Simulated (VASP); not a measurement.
Crystal: GaIr3.

```
CELL_PARAMETERS angstrom
2.72970 -3.71848 0.00000
2.72970 3.71848 0.00000
0.00000 0.00000 2.68143
ATOMIC_POSITIONS crystal
Ga 0.00000 0.00000 0.00000
Ir 0.50000 0.50000 0.00000
Ir 0.00000 0.50000 0.50000
Ir 0.50000 0.00000 0.50000
```

The cell was generated, and may not be a known phase.

```yaml
Program: VASP 6.6.1
Task: relaxation of cell and atoms
Functional: PBE
Potentials_or_basis: VASP PAW PBE potentials, release 64 (Ga_d, Ir)
Cutoff: 600 eV
k_mesh: 4 × 4 × 6
Occupations: gaussian, width 0.1 eV
Spin: no spin polarisation
```

At the start: pressure 22.5 GPa; volume 13.61 Å³/atom.

Task: Where does the relaxation end?

Result: Over 9 steps the energy falls by 66.0 meV/atom and the volume is 14.57 Å³/atom (+7.0 %); space group Cmmm (No. 65, to 0.1 Å) before and after.

Step by step:
| step | energy change (eV) | largest force (eV/Å) | pressure (GPa) | volume (Å³) |
| --- | --- | --- | --- | --- |
| 1 | 0.0000 | 0.0000 | 22.51 | 54.43 |
| 2 | 1.3407 | 0.0000 | -32.86 | 70.91 |
| 3 | -0.2587 | 0.0000 | -1.81 | 58.64 |
| 4 | -0.2604 | 0.0000 | -0.42 | 58.34 |
| 5 | -0.2604 | 0.0000 | -0.04 | 58.26 |
| 6 | -0.2639 | 0.0000 | 0.32 | 58.17 |
| 7 | -0.2641 | 0.0000 | 0.26 | 58.19 |
| 8 | -0.2640 | 0.0000 | -0.50 | 58.34 |
| 9 | -0.2642 | 0.0000 | -0.10 | 58.26 |

Final structure:
```
Ga Ir
1.0
     2.77894   -3.77704    0.00000
     2.77894    3.77704    0.00000
     0.00000    0.00000    2.77536
Ga Ir
1 3
Direct
  0.00000 0.00000 0.00000
  0.50000 0.50000 0.00000
  0.00000 0.50000 0.50000
  0.50000 0.00000 0.50000
```

Caveat: the k points lie up to 0.38 Å⁻¹ apart in the final cell, too coarse for converged energies and pressures of a metal.
